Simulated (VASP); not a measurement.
Wanted: the native input for a VASP 6.6.1 run.

| Property | Result |
| --- | --- |
| Task | single point |
| Functional | PBE |
| Potentials or basis | VASP PAW PBE potentials, release 64 (V_sv) |
| Cutoff | 520 eV |
| k mesh | 5 × 5 × 5 |
| Occupations | fermi-dirac, width 0.1 eV |
| Spin | no spin polarisation |
| Dipole correction | no |
| Further INCAR settings | ALGO = Normal; EDIFF = 1e-06; NBANDS = 12 |

The structure of V lies in POSCAR:

```
V
1.0
   -1.4991761207      1.4991761207      1.4991761207
    1.4991761207     -1.4991761207      1.4991761207
    1.4991761207      1.4991761207     -1.4991761207
V
1
Direct
    0.0000000000      0.0000000000      0.0000000000
```

The input as run:

INCAR

```
PREC     = Accurate       # precision mode
ENCUT    = 520            # plane-wave cutoff, eV
EDIFF    = 1E-6           # SCF threshold, eV
ISMEAR   = -1             # smearing method
SIGMA    = 0.1            # smearing width, eV
LREAL    = False          # projectors in reciprocal space
LASPH    = True           # aspherical terms in the spheres
NELM     = 100            # most SCF steps
ALGO     = Normal         # electronic algorithm
ISIF     = 2              # what is computed and relaxed
LWAVE    = False          # write WAVECAR
LCHARG   = False          # write CHGCAR
GGA      = PE             # functional
NBANDS   = 12             # bands
```

KPOINTS

```
regular mesh
0
Gamma
  5 5 5
```

Potentials or basis: VASP PAW PBE potentials, release 64 (V_sv).

Launch:

```sh
$ cat potpaw_PBE.64/V_sv/POTCAR > POTCAR
$ mpirun -np 1 vasp_std > vasp.out
```

It gave:

```yaml
Pressure: 1.8 GPa
```

Caveat: the k points lie up to 0.59 Å⁻¹ apart.

Wall time 4.8 s on 1 thread of AMD EPYC 7R43 64-Core Processor (Zen 3) (shared host), peak memory 0.08 GiB.
